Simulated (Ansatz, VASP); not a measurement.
**Two plane-wave programs on MgO**

Contents of INCAR:

```
SYSTEM = MgO
PREC     = Accurate       ! precision mode
ENCUT    = 750            ! plane-wave cutoff, eV
EDIFF    = 1E-6           ! SCF threshold, eV
ISMEAR   = 0              ! smearing method
SIGMA    = 0.05           ! smearing width, eV
LREAL    = .FALSE.        ! projectors in reciprocal space
LASPH    = .TRUE.         ! aspherical terms in the spheres
NELM     = 120            ! most SCF steps
ALGO     = Normal         ! electronic algorithm
ISIF     = 2              ! what is computed and relaxed
LWAVE    = .FALSE.        ! write WAVECAR
LCHARG   = .TRUE.         ! write CHGCAR
GGA      = PS             ! functional
LELF     = .TRUE.         ! ELF
LVHAR    = .TRUE.       
NBANDS   = 42             ! bands
GGA_COMPAT= .FALSE.
```

File KPOINTS:

```
regular mesh
0
G
  6 6 6
  0 0 0
```

The input POSCAR:

```
MgO
1.0
    4.2149416169      0.0000000000      0.0000000000
    0.0000000000     -4.2149416169      0.0000000000
    0.0000000000      0.0000000000     -4.2149416169
Mg O
4 4
Direct
   -0.0355655312      0.0355655312      0.1257431415
    0.5000000000      0.5000000000      0.0000000000
    0.5000000000      0.0000000000      0.5000000000
    0.0000000000      0.5000000000      0.5000000000
    0.5000000000      0.0000000000      0.0000000000
    0.0000000000      0.5000000000      0.0000000000
    0.0000000000      0.0000000000      0.5000000000
    0.5000000000      0.5000000000      0.5000000000
```

Input for Ansatz:

```yaml
crystal:
  lattice:
    - [4.2149416169, 0.0, 0.0]
    - [0.0, -4.2149416169, 0.0]
    - [0.0, 0.0, -4.2149416169]
  atoms:
    - { symbol: Mg, position: [-0.0355655312, 0.0355655312, 0.1257431415] }
    - { symbol: Mg, position: [0.5, 0.5, 0.0] }
    - { symbol: Mg, position: [0.5, 0.0, 0.5] }
    - { symbol: Mg, position: [0.0, 0.5, 0.5] }
    - { symbol: O, position: [0.5, 0.0, 0.0] }
    - { symbol: O, position: [0.0, 0.5, 0.0] }
    - { symbol: O, position: [0.0, 0.0, 0.5] }
    - { symbol: O, position: [0.5, 0.5, 0.5] }
basis:
  ecutwfc: 420
kpoints:
  mp_grid: { grid: [6, 6, 6] }
hamiltonian:
  xc: pbesol
  pseudopotentials: { kind: paw, azcp: { folder: soft_1 } }
scf:
  occupations: { method: gaussian, width: 0.05 }
output:
  forces: true
  stress: true
  eigenvalues: true
  write_density: true
  write_potential: true
  elf: true
  volumetric_format: npy
```

Alike in both runs: task single point; functional PBEsol; k mesh 6 × 6 × 6; occupations gaussian, width 0.05 eV; no spin polarisation.

|  | VASP | Ansatz |
| --- | --- | --- |
| version | VASP 6.6.1 | Ansatz 0.2.0 |
| potentials or method | VASP PAW PBE potentials, release 64 (Mg_sv, O), cutoff 750 eV | scalar-relativistic, plane waves, PAW |
| valence electrons in the cell | 64 | 64 |

Ansatz gave:

```
gap on the k mesh at the Fermi level (eV)                     : 4.50
least direct gap on the mesh (eV)                             : 4.50
pressure (GPa)                                                : 11.7
traceless stress, the component that is largest in VASP (GPa) : 18.16
rms of the force components (eV/Å)                            : 2.939
```

Problem. What did VASP give for the same quantities?

Solution. gap on the k mesh at the Fermi level (eV): 4.50; least direct gap on the mesh (eV): 4.50; pressure (GPa): 11.4; traceless stress, the component that is largest in VASP (GPa): 18.56; rms of the force components (eV/Å): 3.001.

VASP's potentials were made for PBE, not for PBEsol, and Ansatz warns of the same on its side. Atom by atom the forces differ by 0.064 eV/Å (rms over components).
